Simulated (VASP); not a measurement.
KI, 2 atoms in the cell. The structure is cubic, space group Fm-3m (No. 225). Conventional cell: a = 7.089 Å, b = 7.089 Å, c = 7.089 Å, α = 90.00°, β = 90.00°, γ = 90.00°. K (site symmetry m-3m) has 6 I at 3.54 Å within 4.7 Å. I (site symmetry m-3m) has 6 K at 3.54 Å within 4.7 Å. 

| Quantity | Value |
| --- | --- |
| Program | VASP 6.6.1 |
| Task | single point |
| Functional | r2SCAN |
| Potentials or basis | VASP PAW PBE potentials, release 64 (K_sv, I) |
| Cutoff | 520 eV |
| k mesh | 4 × 4 × 4 |
| Occupations | gaussian, width 0.01 eV |
| Spin | no spin polarisation |
| Dipole correction | no |
| Further INCAR settings | ALGO = Normal; EDIFF = 1e-06; NBANDS = 15 |

Potentials or basis: VASP PAW PBE potentials, release 64 (K_sv, I).

Launch:

```sh
$ cat potpaw_PBE.64/K_sv/POTCAR potpaw_PBE.64/I/POTCAR > POTCAR
$ cp INCAR.step1 INCAR
$ mpirun -np 1 vasp_std > vasp.out
$ cp INCAR.step2 INCAR
$ mpirun -np 1 vasp_std > vasp.out
```

Hardware: 1 thread of AMD EPYC 7R13 Processor (Zen 3), on a shared host.

How long does it take, and how much memory?

Run time: 62 s on 1 thread of AMD EPYC 7R13 Processor (Zen 3) (shared host), peak memory 0.22 GiB. Counts: k points 8.
